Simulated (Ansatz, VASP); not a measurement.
# MgO: VASP beside Ansatz

```
Mg O
1.0
     4.21421    0.00000    0.00000
     0.00000   -4.21421    0.00000
     0.00000    0.00000   -4.21421
Mg O
4 4
Direct
  0.00000 0.00000 0.00000
  0.50000 0.50000 0.00000
  0.50000 0.00000 0.50000
  0.00000 0.50000 0.50000
  0.45847 0.00000 0.00000
  0.00000 0.50000 0.00000
  0.00000 0.00000 0.50000
  0.50000 0.50000 0.50000
```

Alike in both runs: task single point; functional PBEsol; k mesh 6 × 6 × 6; occupations gaussian, width 0.05 eV; no spin polarisation.

```csv
,VASP,Ansatz
version,VASP 6.6.1,Ansatz 0.2.0
potentials or method,"VASP PAW PBE potentials, release 64 (Mg, O), cutoff 520 eV","scalar-relativistic, plane waves, PAW"
valence electrons in the cell,32,64
```

|  | VASP | Ansatz | Ansatz less VASP |
| --- | --- | --- | --- |
| gap on the k mesh at the Fermi level (eV) | 4.57 | 4.57 | 0.000 |
| least direct gap on the mesh (eV) | 4.57 | 4.57 | 0.000 |
| pressure (GPa) | 0.4 | 0.9 | +0.50 |
| traceless stress, the component that is largest in VASP (GPa) | 1.66 | 1.65 | -0.018 |
| rms of the force components (eV/Å) | 0.476 | 0.470 | -0.0056 |

VASP's potentials were made for PBE, not for PBEsol. Atom by atom the forces differ by 0.006 eV/Å (rms over components). VASP's potentials hold 32 valence electrons a cell and Ansatz's 64, so a difference there can come from the potentials and not from the codes.
